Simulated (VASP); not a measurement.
# RbBr (Fm-3m) in VASP: a series of runs

The runs below take RbBr through single point, with PBEsol.

Program: VASP 6.6.1. These are calculated values, not measurements. Logs are shortened: lines on timing, memory, paths and dates and some standing lists are left out, and cuts for length are marked.

### Step 1. The cell of the first run

It takes space group Fm-3m (No. 225, cubic). The conventional cell has a = 6.645 Å, b = 6.645 Å, c = 6.645 Å, α = 90.00°, β = 90.00°, γ = 90.00°. Rb (site symmetry m-3m) has 6 Br at 3.32 Å within 4.4 Å. Within 4.4 Å of Br (site symmetry m-3m) lie 6 Rb at 3.32 Å.

### Step 2. Single point, PBEsol (Li replaced by Rb, lengths x 1.223, strained)

INCAR reads:

```
PREC = Accurate
ENCUT = 500
EDIFF = 1E-6
ISMEAR = 0
SIGMA = 0.1
LREAL = F
LASPH = T
NELM = 120
ALGO = Normal
ISIF = 2
LWAVE = F
LCHARG = F
GGA = PS
NBANDS = 15
GGA_COMPAT = F
```

KPOINTS reads:

```
Automatic mesh
0
Gamma
  6 6 6
```

POSCAR reads:

```
RbBr
1.0
    0.0000000000      3.3225570368      3.3225570368
    3.3225570368      0.0000000000      3.3225570368
    3.3225570368      3.3225570368      0.0000000000
Rb Br
1 1
Direct
    0.0000000000      0.0000000000      0.0000000000
    0.5000000000      0.5000000000      0.5000000000
```

Potentials or basis: VASP PAW PBE potentials, release 64 (Rb_sv, Br).

Run with:

```sh
cat potpaw_PBE.64/Rb_sv/POTCAR potpaw_PBE.64/Br/POTCAR > POTCAR
mpirun -np 1 vasp_std > vasp.out
```

OUTCAR:

```text
PREC = Accurate
   ENCUT = 500
   EDIFF = 1E-6
   ISMEAR = 0
   LREAL = F
   LASPH = T
   NELM = 120
   ISIF = 2
   GGA = PS

 ion  position               nearest neighbor table
   1  0.000  0.000  0.000-   2 3.32   2 3.32   2 3.32   2 3.32   2 3.32   2 3.32
   2  0.500  0.500  0.500-   1 3.32   1 3.32   1 3.32   1 3.32   1 3.32   1 3.32

  LATTYP: Found a face centered cubic cell.
 ALAT       =     6.6451140736

  Lattice vectors:

 A1 = (   0.0000000000,   3.3225570368,   3.3225570368)
 A2 = (   3.3225570368,   0.0000000000,   3.3225570368)
 A3 = (   3.3225570368,   3.3225570368,   0.0000000000)

Analysis of symmetry for initial positions (statically):
=====================================================================
 Subroutine PRICEL returns:
 Original cell was already a primitive cell.

 Routine SETGRP: Setting up the symmetry group for a
 face centered cubic supercell.

 Subroutine GETGRP returns: Found 48 space group operations
 (whereof 48 operations were pure point group operations)
 out of a pool of 48 trial point group operations.

The static configuration has the point symmetry O_h .

Analysis of symmetry for dynamics (positions and initial velocities):
=====================================================================
 Subroutine PRICEL returns:
 Original cell was already a primitive cell.

 Routine SETGRP: Setting up the symmetry group for a
 face centered cubic supercell.

 Subroutine GETGRP returns: Found 48 space group operations
 (whereof 48 operations were pure point group operations)
 out of a pool of 48 trial point group operations.

The dynamic configuration has the point symmetry O_h .

 Subroutine INISYM returns: Found 48 space group operations
 (whereof 48 operations are pure point group operations),
 and found     1 'primitive' translations

----------------------------------------------------------------------------------------

                                     Primitive cell

  volume of cell :      73.3580

  direct lattice vectors                    reciprocal lattice vectors
     0.000000000  3.322557037  3.322557037    -0.150486506  0.150486506  0.150486506
     3.322557037  0.000000000  3.322557037     0.150486506 -0.150486506  0.150486506
     3.322557037  3.322557037  0.000000000     0.150486506  0.150486506 -0.150486506

  length of vectors
     4.698805223  4.698805223  4.698805223     0.260650275  0.260650275  0.260650275

  position of ions in fractional coordinates (direct lattice)
     0.000000000  0.000000000  0.000000000
     0.500000000  0.500000000  0.500000000

  ion indices of the primitive-cell ions
   primitive index   ion index
                 1           1
                 2           2

----------------------------------------------------------------------------------------

 KPOINTS: Automatic mesh

Automatic generation of k-mesh.
 Grid dimensions read from file:
 generate k-points for:    6    6    6

 Generating k-lattice:

  Cartesian coordinates                     Fractional coordinates (reciprocal lattice)
    -0.025081084  0.025081084  0.025081084     0.166666667  0.000000000  0.000000000
     0.025081084 -0.025081084  0.025081084     0.000000000  0.166666667  0.000000000
     0.025081084  0.025081084 -0.025081084     0.000000000  0.000000000  0.166666667

  Length of vectors
     0.043441712  0.043441712  0.043441712

  Shift w.r.t. Gamma in fractional coordinates (k-lattice)
     0.000000000  0.000000000  0.000000000

 Subroutine IBZKPT returns following result:
 ===========================================

 Found     16 irreducible k-points:

 Following reciprocal coordinates:
            Coordinates               Weight
  0.000000  0.000000  0.000000      1.000000
  0.166667  0.000000  0.000000      8.000000
  0.333333  0.000000  0.000000      8.000000
  0.500000  0.000000  0.000000      4.000000
  0.166667  0.166667  0.000000      6.000000
  0.333333  0.166667  0.000000     24.000000
[... 8 lines left out ...]
 -0.333333  0.333333  0.166667     24.000000
 -0.333333  0.500000  0.166667     12.000000
   k-points           NKPTS =     16   k-points in BZ     NKDIM =     16   number of bands    NBANDS=     15
   number of dos      NEDOS =    301   number of ions     NIONS =      2
   total plane-waves  NPLWV =  46656
   dimension x,y,z NGX =    36 NGY =   36 NGZ =   36
   dimension x,y,z NGXF=    72 NGYF=   72 NGZF=   72
   ions per type =               1   1
   NGX,Y,Z   is equivalent  to a cutoff of  12.74, 12.74, 12.74 a.u.
   NGXF,Y,Z  is equivalent  to a cutoff of  25.47, 25.47, 25.47 a.u.
 SYSTEM =  unknown system
   PREC   = accura    normal or accurate (medium, high low for compatibility)
   ISTART =      0    job   : 0-new  1-cont  2-samecut
   ICHARG =      2    charge: 1-file 2-atom 10-const
   ISPIN  =      1    spin polarized calculation?
   LNONCOLLINEAR =      F non collinear calculations
   LSORBIT =      F    spin-orbit coupling
   LASPH  =      T    aspherical Exc in radial PAW
   ENCUT  =  500.0 eV  36.75 Ry    6.06 a.u.   8.57  8.57  8.57*2*pi/ulx,y,z
   NELM   =    120;   NELMIN=  2; NELMDL= -5     # of ELM steps
   EDIFF  = 0.1E-05   stopping-criterion for ELM
   LREAL  =      F    real-space projection
   EDIFFG = 0.1E-04   stopping-criterion for IOM
   NSW    =      0    number of steps for IOM
   IBRION =     -1    ionic relax: 0-MD 1-quasi-New 2-CG
   NFREE  =      0    steps in history (QN), initial steepest desc. (CG)
   ISIF   =      2    stress and relaxation
   ISYM   =      2    0-nonsym 1-usesym 2-fastsym
   POTIM  = 0.5000    time-step for ionic-motion
   TEBEG  =    0.0;   TEEND  =   0.0 temperature during run
   PSTRESS=    0.0 pullay stress
   NELECT =      16.0000    total number of electrons
   NUPDOWN=      -1.0000    fix difference up-down
   EMIN   =  10.00;   EMAX   =-10.00  energy-range for DOS
   EFERMI =   0.00;   METHOD = LEGACY
   ISMEAR =     0;   SIGMA  =   0.10  broadening in eV -4-tet -1-fermi 0-gaus
   EFERMI_NEDOS =   21; number of points for ismear=-14 and -15
   IALGO  =     38    algorithm
   IMIX   =      4    mixing-type and parameters
     AMIX     =   0.40;   BMIX     =  1.00
     AMIX_MAG =   1.60;   BMIX_MAG =  1.00
  volume/ion in A,a.u.               =      36.68       247.52
  Fermi-wavevector in a.u.,A,eV,Ry     =   0.985445  1.862221 13.212642  0.971102
  Thomas-Fermi vector in A             =   2.116753
   LORBIT       =      0    0 simple, 1 ext, 2 COOP (PROOUT), +10 PAW based schemes
   GGA     = PS    functional components
   LHFCALC =     F    Hartree Fock is set to
   AEXX    =    0.0000 exact exchange contribution
   IVDW    =     0    specifies the selected vdW correction
   LEPSILON=     F    determine dielectric tensor
   LRPA    =     F    only Hartree local field effects (RPA)
 non-spin polarized calculation
 Gauss-broadening in eV      SIGMA  =   0.10
  energy-cutoff  :      500.00
  volume of cell :       73.36
 maximum number of plane-waves:      1892
 NGX is ok and might be reduce to    36
   NGX = 17   NGY = 17   NGZ = 17

 number of electron      15.9999998 magnetization

 Free energy of the ion-electron system (eV)
  ---------------------------------------------------
  ext. energy  EPLUGINS =         0.00000000
  ---------------------------------------------------
  free energy    TOTEN  =        -6.32320445 eV

  energy without entropy =       -6.32320445  energy(sigma->0) =       -6.32320445

 E-fermi :  -0.9449     XC(G=0):  -7.7991

 val. band max:       -1.4708926380   @ k =   0.0000   0.0000   0.0000
 cond. band min:       2.9636338706   @ k =   0.0000   0.0000   0.0000
 fundamental gap:      4.4345265086
 Fermi energy:        -0.9449415621

 k-point     1 :       0.0000    0.0000    0.0000
  band No.  band energies     occupation
      1     -25.6473      2.00000
      2     -13.7684      2.00000
      3      -9.7443      2.00000
      4      -9.7443      2.00000
      5      -9.7443      2.00000
      6      -1.4709      2.00000
      7      -1.4709      2.00000
      8      -1.4709      2.00000
      9       2.9636      0.00000
     10       5.7204      0.00000
     11       5.7204      0.00000
     12       5.7204      0.00000
     13       6.6877      0.00000
     14       6.6877      0.00000
     15       9.5096      0.00000

 k-point     2 :       0.1667    0.0000    0.0000
  band No.  band energies     occupation
      1     -25.6432      2.00000
      2     -13.7864      2.00000
      3      -9.7465      2.00000
      4      -9.7465      2.00000
      5      -9.7243      2.00000
      6      -1.8448      2.00000
      7      -1.5958      2.00000
      8      -1.5958      2.00000
      9       3.6797      0.00000
     10       5.5890      0.00000
     11       6.0830      0.00000
     12       6.0830      0.00000
     13       7.1656      0.00000
     14       7.1656      0.00000
     15      10.6134      0.00000

 k-point     3 :       0.3333    0.0000    0.0000
  band No.  band energies     occupation
      1     -25.6351      2.00000
      2     -13.8218      2.00000
      3      -9.7507      2.00000
      4      -9.7507      2.00000
      5      -9.6844      2.00000
      6      -2.4244      2.00000
      7      -1.8257      2.00000
      8      -1.8257      2.00000
      9       4.9357      0.00000
     10       5.8980      0.00000
     11       7.0970      0.00000
     12       7.0970      0.00000
     13       8.3491      0.00000
     14       8.3491      0.00000
     15      10.5931      0.00000
[... 199 lines left out ...]
 k-point    15 :      -0.3333    0.3333    0.1667
  band No.  band energies     occupation
      1     -25.6276      2.00000
      2     -13.7675      2.00000
      3      -9.8906      2.00000
      4      -9.8769      2.00000
      5      -9.7118      2.00000
      6      -2.2398      2.00000
      7      -1.8678      2.00000
      8      -1.8615      2.00000
      9       5.5520      0.00000
     10       5.7750      0.00000
     11       7.3816      0.00000
     12       7.6012      0.00000
     13       9.0097      0.00000
     14       9.7972      0.00000
     15       9.9915      0.00000

 k-point    16 :      -0.3333    0.5000    0.1667
  band No.  band energies     occupation
      1     -25.6265      2.00000
      2     -13.7325      2.00000
      3      -9.9759      2.00000
      4      -9.8930      2.00000
      5      -9.7469      2.00000
      6      -1.9758      2.00000
      7      -1.9178      2.00000
      8      -1.7548      2.00000
      9       4.6871      0.00000
     10       6.6006      0.00000
     11       6.6788      0.00000
     12       7.7561      0.00000
     13       8.7768      0.00000
     14       9.7419      0.00000
     15      10.2944      0.00000

------------------------ aborting loop because EDIFF is reached ----------------------------------------

  FORCE on cell =-STRESS in cart. coord.  units (eV):
  Direction    XX          YY          ZZ          XY          YZ          ZX
  --------------------------------------------------------------------------------------
  -------------------------------------------------------------------------------------
  Total        0.7325548      0.7325548      0.7325548     -0.0000000      0.0000000     -0.0000000
  in kB       15.9993879     15.9993879     15.9993879     -0.0000000      0.0000000     -0.0000000
  external PRESSURE =      15.9993879 kB  Pullay stress =       0.0000000 kB

 VOLUME and BASIS-vectors are now :
 -----------------------------------------------------------------------------
  energy-cutoff  :      500.00
  volume of cell :       73.36
      direct lattice vectors                 reciprocal lattice vectors
     0.000000000  3.322557037  3.322557037    -0.150486506  0.150486506  0.150486506
     3.322557037  0.000000000  3.322557037     0.150486506 -0.150486506  0.150486506
     3.322557037  3.322557037  0.000000000     0.150486506  0.150486506 -0.150486506

 POSITION                                       TOTAL-FORCE (eV/Angst)
 -----------------------------------------------------------------------------------
      0.00000      0.00000      0.00000         0.000000     -0.000000      0.000000
      3.32256      3.32256      3.32256        -0.000000      0.000000     -0.000000
 -----------------------------------------------------------------------------------
    total drift:                                0.000000      0.000000      0.000000

  FREE ENERGIE OF THE ION-ELECTRON SYSTEM (eV)
  ---------------------------------------------------
  free  energy   TOTEN  =        -6.3232044492 eV

  energy  without entropy=       -6.3232044492  energy(sigma->0) =       -6.32320445
```

Run time: 39 s. Hardware: 1 thread of AMD EPYC 7R13, shared host; peak memory 0.17 GiB.

Results:

```
Free energy            : -6.3232 eV
Pressure               : 1.6 GPa
Band gap on the k mesh : 4.43 eV, direct
```

Caveat: the cell differs from its parent crystal (Li replaced by Rb, lengths x 1.223, strained); the PAW data sets were made with another functional, which shifts forces and pressure a little.

### Step 3. Single point, PBEsol (Li replaced by Rb, lengths x 1.223, strained)

INCAR reads:

```
SYSTEM = RbBr
PREC = Accurate
ENCUT = 500
EDIFF = 1E-6
ISMEAR = 0
SIGMA = 0.02
LREAL = .False.
LASPH = .True.
NELM = 120
ALGO = Normal
ISIF = 2
LWAVE = .False.
LCHARG = .False.
GGA = PS
NBANDS = 15
GGA_COMPAT = .False.
```

KPOINTS reads:

```
Automatic mesh
0
Gamma
  6 6 6
  0 0 0
```

POSCAR is that of step 2.

Potentials or basis: VASP PAW PBE potentials, release 64 (Rb_sv, Br).

Run with:

```sh
cat potpaw_PBE.64/Rb_sv/POTCAR potpaw_PBE.64/Br/POTCAR > POTCAR
mpirun -np 1 vasp_std > vasp.out
```

Run time: 40 s. Hardware: 1 thread of AMD EPYC 7R13, shared host; peak memory 0.17 GiB.

Results (log left out):

| Property | Result |
| --- | --- |
| Free energy | -6.3232 eV |
| Pressure | 1.6 GPa |
| Band gap on the k mesh | 4.43 eV, direct |

Levels at points of the mesh, in eV from the valence-band top:
```
           k point  band 5  band 6  band 7  band 8  band 9  band 10  band 11  band 12
(0.00, 0.00, 0.00)   -8.27    0.00    0.00    0.00    4.43     7.19     7.19     7.19
(0.50, 0.00, 0.00)   -8.19   -1.19   -0.46   -0.46    6.89     7.91     9.69     9.69
(0.50, 0.50, 0.00)   -8.38   -0.50   -0.16   -0.16    5.36     7.37     9.31     9.52
```

Caveat: the cell differs from its parent crystal (Li replaced by Rb, lengths x 1.223, strained); the PAW data sets were made with another functional, which shifts forces and pressure a little.
